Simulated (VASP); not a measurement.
Input of a VASP 6.6.1 run:

The input POSCAR:

```
GaN
1.0
    2.1998834605      2.1998834605      0.0000000000
   -2.1998834605      2.1998834605      0.0000000000
    0.0000000000      2.1998834605      2.1998834605
Ga N
1 1
Direct
    0.0000000000      0.0000000000      0.0000000000
    0.2500000000      0.7500000000      0.5000000000
```

Contents of INCAR.step1:

```
PREC     = Accurate       # precision mode
ENCUT    = 520            # plane-wave cutoff, eV
ISMEAR   = 0              # smearing method
SIGMA    = 0.01           # smearing width, eV
LREAL    = False          # projectors in reciprocal space
LASPH    = True           # aspherical terms in the spheres
NELM     = 100            # most SCF steps
NBANDS   = 16             # bands
GGA      = PE             # functional
ALGO     = Normal         # electronic algorithm
EDIFF    = 1E-4           # SCF threshold, eV
LWAVE    = True           # write WAVECAR
LCHARG   = False          # write CHGCAR
```

Contents of INCAR.step2:

```
PREC     = Accurate       # precision mode
ENCUT    = 520            # plane-wave cutoff, eV
EDIFF    = 1E-6           # SCF threshold, eV
ISMEAR   = 0              # smearing method
SIGMA    = 0.01           # smearing width, eV
LREAL    = False          # projectors in reciprocal space
LASPH    = True           # aspherical terms in the spheres
NELM     = 100            # most SCF steps
ALGO     = Normal         # electronic algorithm
ISIF     = 2              # what is computed and relaxed
LWAVE    = False          # write WAVECAR
LCHARG   = False          # write CHGCAR
METAGGA  = R2SCAN         # meta-GGA
LMIXTAU  = True         
NBANDS   = 16             # bands
ISTART   = 1
```

KPOINTS

```
regular mesh
0
Gamma
  10 10 10
```

Potentials or basis: VASP PAW PBE potentials, release 64 (Ga_d, N).

The run is started by

```sh
$ cat potpaw_PBE.64/Ga_d/POTCAR potpaw_PBE.64/N/POTCAR > POTCAR
$ cp INCAR.step1 INCAR
$ mpirun -np 1 vasp_std > vasp.out
$ cp INCAR.step2 INCAR
$ mpirun -np 1 vasp_std > vasp.out
```

(1) What does it give for the band gap on the k mesh?

(2) What does it give for the pressure?

## Answers

(1) 2.60 eV.

(2) 16.3 GPa.

Caveat: the cell stands under pressure; the PAW data sets were made with another functional, which shifts forces and pressure a little.
